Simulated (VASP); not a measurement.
# HRh8 in VASP: notebook, part 2 of 2

VASP 6.6.1. Earlier steps stand in the parts before.

**3. Single point, PBE+D3(BJ)**

File INCAR:

```
PREC = Accurate
ENCUT = 520
EDIFF = 1E-7
ISMEAR = 0
SIGMA = 0.1
LREAL = False
LASPH = True
NELM = 60
ALGO = Normal
ISIF = 2
LWAVE = False
LCHARG = True
LDIPOL = True
IDIPOL = 3
DIPOL = 0.5 0.5 0.310
GGA = PE
IVDW = 12
LELF = True
LVHAR = True
LVACPOTAV = True
NBANDS = 70
```

File KPOINTS:

```
Automatic mesh
0
Gamma
  5 7 1
```

File POSCAR:

```
HRh8
1.0
    5.3650160441      0.0000000000      0.0000000000
    0.0000000000      3.7936392259      0.0000000000
    0.0000000000      0.0000000000     21.2400770646
Rh H
8 1
Direct
    0.2500000000      0.5000000000      0.1883232338
    0.7500000000      0.5000000000      0.1883232338
    0.0000000000      0.0000000000      0.2514705570
    0.5000000000      0.0000000000      0.2514705570
    0.2500000000      0.5000000000      0.3153506346
    0.7500000000      0.5000000000      0.3153506346
    0.0000000000      0.0000000000      0.3738252475
    0.5000000000      0.0000000000      0.3738252475
    0.0000000000      0.5000000000      0.5291919154
```

Potentials or basis: VASP PAW PBE potentials, release 64 (Rh_pv, H).

Command:

```
> cat potpaw_PBE.64/Rh_pv/POTCAR potpaw_PBE.64/H/POTCAR > POTCAR
> mpirun -np 1 vasp_std > vasp.out
```

OUTCAR:

```text
PREC = Accurate
   ENCUT = 520
   EDIFF = 1E-7
   ISMEAR = 0
   LREAL = False
   LASPH = True
   NELM = 60
   ISIF = 2
   GGA = PE
   IVDW = 12
 IVDW          = 12

 ion  position               nearest neighbor table
   1  0.250  0.500  0.188-   2 2.68   2 2.68   4 2.68   3 2.68   4 2.68   3 2.68   5 2.70
   2  0.750  0.500  0.188-   1 2.68   1 2.68   4 2.68   3 2.68   4 2.68   3 2.68   6 2.70
   3  0.000  0.000  0.251-   7 2.60   4 2.68   4 2.68   2 2.68   1 2.68   2 2.68   1 2.68   5 2.69
                             5 2.69   6 2.69   6 2.69
   4  0.500  0.000  0.251-   8 2.60   3 2.68   3 2.68   2 2.68   1 2.68   2 2.68   1 2.68   5 2.69
                             5 2.69   6 2.69   6 2.69
   5  0.250  0.500  0.315-   7 2.63   8 2.63   7 2.63   8 2.63   6 2.68   6 2.68   4 2.69   4 2.69
                             3 2.69   3 2.69   1 2.70
   6  0.750  0.500  0.315-   7 2.63   8 2.63   7 2.63   8 2.63   5 2.68   5 2.68   4 2.69   4 2.69
                             3 2.69   3 2.69   2 2.70
   7  0.000  0.000  0.374-   3 2.60   5 2.63   6 2.63   5 2.63   6 2.63   8 2.68   8 2.68
   8  0.500  0.000  0.374-   4 2.60   5 2.63   6 2.63   5 2.63   6 2.63   7 2.68   7 2.68
   9  0.000  0.500  0.529-

  LATTYP: Found a simple orthorhombic cell.
 ALAT       =     3.7936392259
 B/A-ratio  =     1.4142135624
 C/A-ratio  =     5.5988658383

  Lattice vectors:

 A1 = (   0.0000000000,  -3.7936392259,   0.0000000000)
 A2 = (   5.3650160441,   0.0000000000,   0.0000000000)
 A3 = (   0.0000000000,   0.0000000000,  21.2400770646)

Analysis of symmetry for initial positions (statically):
=====================================================================
 Subroutine PRICEL returns:
 Original cell was already a primitive cell.

 Routine SETGRP: Setting up the symmetry group for a
 simple orthorhombic supercell.

 Subroutine GETGRP returns: Found  4 space group operations
 (whereof  4 operations were pure point group operations)
 out of a pool of  8 trial point group operations.

The static configuration has the point symmetry C_2v.

Analysis of symmetry for dynamics (positions and initial velocities):
=====================================================================
 Subroutine PRICEL returns:
 Original cell was already a primitive cell.

[... 148 lines left out ...]

 number of electron     121.0000043 magnetization

 dipolmoment           0.000000      0.000000      0.196047 electrons x Angstroem

 Free energy of the ion-electron system (eV)
  ---------------------------------------------------
  ext. energy  EPLUGINS =         0.00000000
  ---------------------------------------------------
  free energy    TOTEN  =       -52.15151201 eV

  energy without entropy =      -52.03437784  energy(sigma->0) =      -52.09294493

 E-fermi :  -0.9685     XC(G=0):  -4.8882

 val. band max:       -0.9708035122   @ k =   0.4000   0.1429   0.0000
 cond. band min:      -0.9629886727   @ k =   0.0000   0.2857   0.0000
 fundamental gap:      0.0078148395
 Fermi energy:        -0.9685040724

 k-point     1 :       0.0000    0.0000    0.0000
  band No.  band energies     occupation
      1     -47.9395      2.00000
      2     -47.8856      2.00000
      3     -47.8845      2.00000
      4     -47.6583      2.00000
      5     -47.6437      2.00000
      6     -47.5792      2.00000
[... 865 lines left out ...]
     69       1.5382      0.00000
     70       1.6506      0.00000

------------------------ aborting loop because EDIFF is reached ----------------------------------------

 Edisp (eV)   -3.09454

 E8    (eV) :    -1.4552

  FORCE on cell =-STRESS in cart. coord.  units (eV):
  Direction    XX          YY          ZZ          XY          YZ          ZX
  --------------------------------------------------------------------------------------
  -------------------------------------------------------------------------------------
  Total      -8.78729    -6.83250    -3.66028     0.00000     0.00000     0.00000
  in kB     -32.56735   -25.32255   -13.56569     0.00000     0.00000     0.00000
  external pressure =      -23.82 kB  Pullay stress =        0.00 kB

 VOLUME and BASIS-vectors are now :
 -----------------------------------------------------------------------------
  energy-cutoff  :      520.00
  volume of cell :      432.30
      direct lattice vectors                 reciprocal lattice vectors
     5.365016044  0.000000000  0.000000000     0.186392732  0.000000000  0.000000000
     0.000000000  3.793639226  0.000000000     0.000000000  0.263599130  0.000000000
     0.000000000  0.000000000 21.240077065     0.000000000  0.000000000  0.047080808

 POSITION                                       TOTAL-FORCE (eV/Angst)
 -----------------------------------------------------------------------------------
      1.34125      1.89682      4.00000        -0.005937      0.000000      0.625522
      4.02376      1.89682      4.00000         0.005937      0.000000      0.625522
      0.00000      0.00000      5.34125         0.000000      0.000000     -0.560720
      2.68251      0.00000      5.34125         0.000000      0.000000     -0.517077
      1.34125      1.89682      6.69807         0.022678      0.000000     -0.075261
      4.02376      1.89682      6.69807        -0.022678      0.000000     -0.075261
      0.00000      0.00000      7.94008         0.000000      0.000000      0.449863
      2.68251      0.00000      7.94008         0.000000      0.000000      0.024216
      0.00000      1.89682     11.24008         0.000000      0.000000     -0.496802
 -----------------------------------------------------------------------------------
    total drift:                               -0.000000      0.000000      0.000503

  FREE ENERGIE OF THE ION-ELECTRON SYSTEM (eV)
  ---------------------------------------------------
  free  energy   TOTEN  =       -55.2460528266 eV

  energy  without entropy=      -55.1289186618  energy(sigma->0) =      -55.18748574

 vacuum level on the upper side and lower side of the slab         5.419         3.676
```

stdout:

```text
POSCAR found type information on POSCAR RhH
 POSCAR found :  2 types and       9 ions
 scaLAPACK will be used
 LDA part: xc-table for (Slater+PW92), standard interpolation
 POSCAR, INCAR and KPOINTS ok, starting setup
 FFT: planning ... GRIDC
 FFT: planning ... GRID_SOFT
 FFT: planning ... GRID
 WAVECAR not read
 entering main loop
 -----------------------------------------------------------------------------
|                                                                             |
|           W    W    AA    RRRRR   N    N  II  N    N   GGGG   !!!           |
|           W    W   A  A   R    R  NN   N  II  NN   N  G    G  !!!           |
|           W    W  A    A  R    R  N N  N  II  N N  N  G       !!!           |
|           W WW W  AAAAAA  RRRRR   N  N N  II  N  N N  G  GGG   !            |
|           WW  WW  A    A  R   R   N   NN  II  N   NN  G    G                |
|           W    W  A    A  R    R  N    N  II  N    N   GGGG   !!!           |
|                                                                             |
|     Did not find any points to average over, which means that no vacuum     |
|     field-free region was found. Please increase the size of  your cell     |
|     in the dimension of the dipole correction to obtain accurate            |
|     workfunction values.                                                    |
|                                                                             |
 -----------------------------------------------------------------------------
```

Run time: 8.2 min. Hardware: 1 thread of Intel Xeon 6975P-C (Granite Rapids), shared host; peak memory 0.54 GiB.

Results:

| Quantity | Value |
| --- | --- |
| Free energy | -55.2461 eV |
| Largest force | 0.626 eV/Å |
| Dispersion energy per atom | -0.344 eV |

Forces in eV/Å, atoms in the order of the input:
```
Rh  -0.006  0.000  0.626
Rh   0.006  0.000  0.626
Rh   0.000  0.000 -0.561
Rh   0.000  0.000 -0.517
Rh   0.023  0.000 -0.075
Rh  -0.023  0.000 -0.075
Rh   0.000  0.000  0.450
Rh   0.000  0.000  0.024
H    0.000  0.000 -0.497
```

**4. Single point, PBE+D3(BJ)**

File INCAR:

```
PREC = Accurate
ENCUT = 520
EDIFF = 1E-6
ISMEAR = 0
SIGMA = 0.1
LREAL = F
LASPH = T
NELM = 100
ALGO = Normal
ISIF = 2
LWAVE = F
LCHARG = T
LDIPOL = T
IDIPOL = 3
DIPOL = 0.5 0.5 0.310
GGA = PE
IVDW = 12
LELF = T
LVHAR = T
LVACPOTAV = T
NBANDS = 70
```

File KPOINTS:

```
regular mesh
0
Gamma
  5 7 1
```

Edit POSCAR of step 3 so:

```diff
@@ -16,2 +16,2 @@
     0.5000000000      0.0000000000      0.3738252475
-    0.0000000000      0.5000000000      0.5291919154
+    0.2500000000      0.5000000000      0.5291919154
```

Command:

```
> cat potpaw_PBE.64/Rh_pv/POTCAR potpaw_PBE.64/H/POTCAR > POTCAR
> mpirun -np 1 vasp_std > vasp.out
```

Run time: 22 min. Hardware: 1 thread of Oxide Virtual Turin-like, shared host; peak memory 0.53 GiB.

Results (log left out):

```
Free energy                : -55.2220 eV
Largest force              : 0.628 eV/Å
Dispersion energy per atom : -0.344 eV
```

Forces on the atoms (eV/Å):
```
Rh   0.000  0.000  0.628
Rh   0.000  0.000  0.627
Rh  -0.010  0.000 -0.539
Rh   0.010  0.000 -0.539
Rh   0.000  0.000 -0.095
Rh   0.000  0.000 -0.061
Rh   0.080  0.000  0.212
Rh  -0.080  0.000  0.212
H    0.000  0.000 -0.446
```

Levels at points of the mesh, in eV from the Fermi level:
```
           k point  band 56  band 57  band 58  band 59  band 60  band 61  band 62  band 63  band 64  band 65
(0.00, 0.00, 0.00)    -0.35    -0.08    -0.07     0.01     0.06     0.17     0.29     0.33     0.40     0.65
```
